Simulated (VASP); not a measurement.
# ZrH3: single point with r2SCAN

ZrH3:

```xyz
4
Lattice="3.1185 0.0000 0.0000 0.0000 3.1185 0.0000 0.0000 0.0000 3.1185" Properties=species:S:1:pos:R:3 pbc="T T T"
Zr    0.0000    0.0000    0.0000
H     0.0000    1.5593    1.5593
H     1.5593    0.0000    1.5593
H     1.5593    1.5593    0.0000
```

```yaml
Program: VASP 6.6.1
Task: single point
Functional: r2SCAN
Potentials_or_basis: VASP PAW PBE potentials, release 64 (Zr_sv, H)
Cutoff: 520 eV
k_mesh: 8 × 8 × 8
Occupations: fermi-dirac, width 0.1 eV
Spin: no spin polarisation
```

The pressure is -1.1 GPa.

Levels at points of the mesh, in eV from the Fermi level:
| k point | band 4 | band 5 | band 6 | band 7 | band 8 | band 9 | band 10 | band 11 |
| --- | --- | --- | --- | --- | --- | --- | --- | --- |
| (0.00, 0.00, 0.00) | -28.06 | -10.67 | -4.51 | -4.51 | 4.09 | 4.09 | 4.09 | 5.96 |
| (0.50, 0.00, 0.00) | -27.99 | -7.01 | -6.72 | -1.61 | -0.23 | 1.18 | 1.18 | 4.35 |
| (0.50, 0.50, 0.00) | -27.93 | -7.16 | -3.79 | -3.79 | -1.65 | 1.81 | 1.81 | 5.50 |
| (0.50, 0.50, 0.50) | -28.59 | -6.20 | -6.20 | -6.20 | 4.15 | 5.72 | 5.72 | 6.43 |

It took 49 s on 1 thread of AMD EPYC 7R13 Processor (Zen 3) (shared host), peak memory 0.12 GiB.

Caveat: the PAW data sets were made with another functional, which shifts forces and pressure a little.
